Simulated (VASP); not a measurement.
Wanted: the native input for a VASP 6.6.1 run.

| Property | Result |
| --- | --- |
| Task | single point |
| Functional | PBE |
| Potentials or basis | VASP PAW PBE potentials, release 64 (Al, P) |
| Cutoff | 500 eV |
| k mesh | 8 × 6 × 8 |
| Occupations | gaussian, width 0.02 eV |
| Spin | no spin polarisation |
| Dipole correction | no |
| Further INCAR settings | ALGO = Normal; EDIFF = 1e-06; NBANDS = 16 |

The structure of AlP lies in POSCAR:

```
AlP
1.0
    3.8942773809      0.0000000000      0.0000000000
    0.0000000000      5.5073398878      0.0000000000
    0.0000000000      0.0000000000      3.8942773809
Al P
2 2
Direct
    0.0000000000      0.0000000000      0.0000000000
    0.5000000000      0.5000000000      0.5000000000
    0.0000000000      0.2500000000      0.5000000000
    0.5000000000      0.7500000000      0.0000000000
```

One way to write it, as run:

INCAR

```
SYSTEM = AlP
PREC     = Accurate       ! precision mode
ENCUT    = 500            ! plane-wave cutoff, eV
EDIFF    = 1E-6           ! SCF threshold, eV
ISMEAR   = 0              ! smearing method
SIGMA    = 0.02           ! smearing width, eV
LREAL    = .False.        ! projectors in reciprocal space
LASPH    = .True.         ! aspherical terms in the spheres
NELM     = 120            ! most SCF steps
ALGO     = Normal         ! electronic algorithm
ISIF     = 2              ! what is computed and relaxed
LWAVE    = .False.        ! write WAVECAR
LCHARG   = .True.         ! write CHGCAR
GGA      = PE             ! functional
LELF     = .True.         ! ELF
LVHAR    = .True.       
NBANDS   = 16             ! bands
GGA_COMPAT= .False.
```

KPOINTS

```
regular mesh
0
Gamma
  8 6 8
  0 0 0
```

Potentials or basis: VASP PAW PBE potentials, release 64 (Al, P).

Run with:

```console
$ cat potpaw_PBE.64/Al/POTCAR potpaw_PBE.64/P/POTCAR > POTCAR
$ mpirun -np 1 vasp_std > vasp.out
```

It gave:

| Property | Result |
| --- | --- |
| Pressure | -0.1 GPa |
| Band gap on the k mesh | 1.63 eV |

It took 21 s on 1 thread of Intel(R) Xeon(R) 6975P-C (Granite Rapids) (shared host), peak memory 0.21 GiB.
